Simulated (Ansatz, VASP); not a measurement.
# BaTiO3 in VASP and in Ansatz

The input INCAR:

```
ALGO = Normal ; EDIFF = 1E-8
ENCUT = 520 ; GGA = CA
ISIF = 2 ; ISMEAR = -1
LASPH = True ; LCHARG = False
LEFG = True ; LREAL = False
LWAVE = False ; NBANDS = 28
NELM = 80 ; PREC = Accurate
SIGMA = 0.05
```

Contents of KPOINTS:

```
k-points
0
Gamma
  8 8 8
```

POSCAR

```
BaTiO3
1.0
    4.0073000000     -0.0601095000     -0.0601095000
   -0.0601095000      4.0073000000     -0.0601095000
   -0.0601095000     -0.0601095000      4.0073000000
Ba Ti O
1 1 3
Direct
    0.5000000000      0.5000000000      0.5000000000
    0.0000000000      0.0000000000      0.0000000000
    0.5000000000      0.0000000000      0.0000000000
    0.0000000000      0.5000000000      0.0000000000
    0.0000000000      0.0000000000      0.5000000000
```

Input for Ansatz:

```yaml
crystal:
  lattice:
    - [4.0073, -0.0601095, -0.0601095]
    - [-0.0601095, 4.0073, -0.0601095]
    - [-0.0601095, -0.0601095, 4.0073]
  atoms:
    - { symbol: Ba, position: [0.5, 0.5, 0.5] }
    - { symbol: Ti, position: [0.0, 0.0, 0.0] }
    - { symbol: O, position: [0.5, 0.0, 0.0] }
    - { symbol: O, position: [0.0, 0.5, 0.0] }
    - { symbol: O, position: [0.0, 0.0, 0.5] }
kpoints:
  mp_grid: { grid: [8, 8, 8] }
scf:
  occupations: { method: fermi_dirac, width: 0.05 }
hamiltonian:
  xc: lda
  pseudopotentials: { kind: all_electron, datasets: crystal }
output:
  forces: true
  stress: true
  eigenvalues: true
  efg: { contact_densities: true }
```

Change from the starting cell: equal xy, yz and zx shear strains of -3 %, crystal datasets.

Alike in both runs: task electric field gradients; functional LDA; k mesh 8 × 8 × 8; occupations fermi-dirac, width 0.05 eV; no spin polarisation.

|  | VASP | Ansatz |
| --- | --- | --- |
| version | VASP 6.6.1 | Ansatz 0.2.0 |
| potentials or method | VASP PAW LDA potentials, release 64 (Ba_sv, Ti_sv, O), cutoff 520 eV | all-electron PAW with datasets made for the crystal, scalar-relativistic |

|  | VASP | Ansatz | Ansatz less VASP |
| --- | --- | --- | --- |
| pressure (GPa) | -7.2 | -9.2 | -1.99 |
| traceless stress, the component that is largest in VASP (GPa) | 3.74 | 3.63 | -0.108 |
| size of Vzz on the site where it differs most (V/Å²) | 37.4 | 34.4 | -3.05 |

LDA's correlation is that of Perdew and Zunger in VASP and of Perdew and Wang (1992) in Ansatz. Ansatz ran all-electron here, and VASP with PAW potentials.

Spin-orbit coupling is off throughout.
